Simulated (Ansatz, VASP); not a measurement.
One calculation of Cu, two programs

Contents of INCAR:

```
SYSTEM = Cu
PREC = Accurate
ENCUT = 520
EDIFF = 1E-6
ISMEAR = 0
SIGMA = 0.1
LREAL = .FALSE.
LASPH = .TRUE.
NELM = 80
ALGO = Fast
ISIF = 2
LWAVE = .FALSE.
LCHARG = .FALSE.
GGA = PS
NBANDS = 12
```

Contents of KPOINTS:

```
Automatic mesh
0
G
  20 20 20
  0 0 0
```

POSCAR

```
Cu
1.0
    0.0000000000      1.8075000000      1.8075000000
    1.8075000000      0.0000000000      1.8075000000
    1.8075000000      1.8075000000      0.0000000000
Cu
1
Direct
    0.0000000000      0.0000000000      0.0000000000
```

Input for Ansatz:

```yaml
crystal:
  lattice:
    - [0.0, 1.8075, 1.8075]
    - [1.8075, 0.0, 1.8075]
    - [1.8075, 1.8075, 0.0]
  atoms:
    - { symbol: Cu, position: [0.0, 0.0, 0.0] }
basis:
  ecutwfc: 420
kpoints:
  mp_grid: { grid: [20, 20, 20] }
hamiltonian:
  xc: pbesol
scf:
  occupations: { method: gaussian, width: 0.1 }
output:
  forces: true
  stress: true
  eigenvalues: true
  populations: true
  write_density: true
  write_potential: true
  elf: true
  volumetric_format: npy
```

Alike in both runs: task single point; functional PBEsol; k mesh 20 × 20 × 20; occupations gaussian, width 0.1 eV; no spin polarisation.

|  | VASP | Ansatz |
| --- | --- | --- |
| version | VASP 6.6.1 | Ansatz 0.2.0 |
| potentials or method | VASP PAW PBE potentials, release 64 (Cu), cutoff 520 eV | scalar-relativistic, plane waves, PAW |
| valence electrons in the cell | 11 | 19 |

Ansatz gave:

| Property | Result |
| --- | --- |
| gap on the k mesh at the Fermi level (eV) | none |
| pressure (GPa) | -6.5 |

Which values does VASP return?

gap on the k mesh at the Fermi level (eV): none; pressure (GPa): -5.9.

VASP's potentials were made for PBE, not for PBEsol. A gap of «none» marks a metal or a gap that the smearing closes. VASP's potentials hold 11 valence electrons a cell and Ansatz's 19, so a difference there can come from the potentials and not from the codes.
